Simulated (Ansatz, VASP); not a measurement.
**Two plane-wave programs on SnO2**

INCAR

```
SYSTEM = SnO2
  PREC = Accurate
  ENCUT = 520
  EDIFF = 1E-7
  ISMEAR = 0
  SIGMA = 0.02
  LREAL = .False.
  LASPH = .True.
  NELM = 120
  ALGO = Normal
  ISIF = 2
  LWAVE = .False.
  LCHARG = .False.
  GGA = PE
  IBRION = 2
  NSW = 60
  EDIFFG = -0.008
  GGA_COMPAT = .False.
  NELMIN = 4
  KPAR = 4
```

File KPOINTS:

```
Automatic mesh
0
Gamma
  6 6 8
  0 0 0
```

POSCAR

```
SnO2
1.0
    4.8271903440      0.0000000000      0.0000000000
    0.0000000000      4.8271903440      0.0000000000
    0.2914337027      0.0000000000      3.2381522517
Sn O
2 4
Direct
    0.5000000000      0.5000000000      0.5000000000
    0.0000000000      0.0000000000      0.0000000000
    0.1956178045      0.8084423283      0.4929638125
    0.8043821955      0.1915576717      0.5070361875
    0.3043821955      0.3084423283      0.0070361875
    0.6956178045      0.6915576717     -0.0070361875
```

Input for Ansatz:

```yaml
crystal:
  lattice:
    - [4.827190344, 0.0, 0.0]
    - [0.0, 4.827190344, 0.0]
    - [0.2914337027, 0.0, 3.2381522517]
  atoms:
    - { symbol: Sn, position: [0.5, 0.5, 0.5] }
    - { symbol: Sn, position: [0.0, 0.0, 0.0] }
    - { symbol: O, position: [0.1956178045, 0.8084423283, 0.4929638125] }
    - { symbol: O, position: [0.8043821955, 0.1915576717, 0.5070361875] }
    - { symbol: O, position: [0.3043821955, 0.3084423283, 0.0070361875] }
    - { symbol: O, position: [0.6956178045, 0.6915576717, -0.0070361875] }
basis:
  ecutwfc: 420
kpoints:
  mp_grid: { grid: [6, 6, 8] }
hamiltonian:
  xc: pbe
scf:
  occupations: { method: gaussian, width: 0.02 }
output:
  forces: true
  stress: true
  eigenvalues: true
relax:
  adjacent_minimum: "off"
  f_tol: 0.008
  max_steps: 40
```

Change from the starting cell: shear of c along a, cell held, atoms relaxed: +9.0 %.

Alike in both runs: task relaxation of the atoms; functional PBE; k mesh 6 × 6 × 8; occupations gaussian, width 0.02 eV; no spin polarisation.

|  | VASP | Ansatz |
| --- | --- | --- |
| version | VASP 6.6.1 | Ansatz 0.2.0 |
| potentials or method | VASP PAW PBE potentials, release 64 (Sn_d, O), cutoff 520 eV | scalar-relativistic, plane waves, PAW |
| valence electrons in the cell | 52 | 52 |

|  | VASP | Ansatz | Ansatz less VASP |
| --- | --- | --- | --- |
| gap on the k mesh at the Fermi level, each at its own relaxed structure (eV) | 0.64 | 0.65 | +0.010 |

Ansatz's warnings: stress scf threshold loose.
